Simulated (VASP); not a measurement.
Runs of VASP 6.6.1 on Ge. The structure is that of space group P6_3/mmc (No. 194), or close to it. The cells are those of the table. This isn't the form of Ge at room conditions, which is diamond.

| cell | gap on the mesh (eV) | pressure (GPa) |
| --- | --- | --- |
| a = 4.101, b = 4.101, c = 6.499 Å, angles 90.0, 90.0, 120.0°, 4 atoms | none | (a) |
| a = 3.949, b = 3.949, c = 6.499 Å, angles 90.0, 90.0, 120.0°, 4 atoms | none | -6.6 |
| a = 4.101, b = 4.101, c = 6.249 Å, angles 90.0, 90.0, 120.0°, 4 atoms | none | (b) |
| a = 4.101, b = 4.101, c = 6.749 Å, angles 90.0, 90.0, 120.0°, 4 atoms | none | -10.0 |
| a = 4.101, b = 4.101, c = 5.999 Å, angles 90.0, 90.0, 120.0°, 4 atoms | none | -5.0 |

Alike in all rows: task single point; level PBEsol; potentials or basis VASP PAW PBE potentials, release 64 (Ge_d); no spin polarisation; k mesh 12 × 12 × 8; cutoff (eV) 520; smearing gaussian 0.15 eV.

Q: Estimate the missing entries.

A: (a) -8.8; (b) -7.2.

Caveats: the cell stands under tension; the PAW data sets were made with another functional, which shifts forces and pressure a little.

A k mesh can miss the band edges, and the runs leave out spin-orbit coupling on Ge.

A gap of «none» marks levels without a gap at the run's occupations.
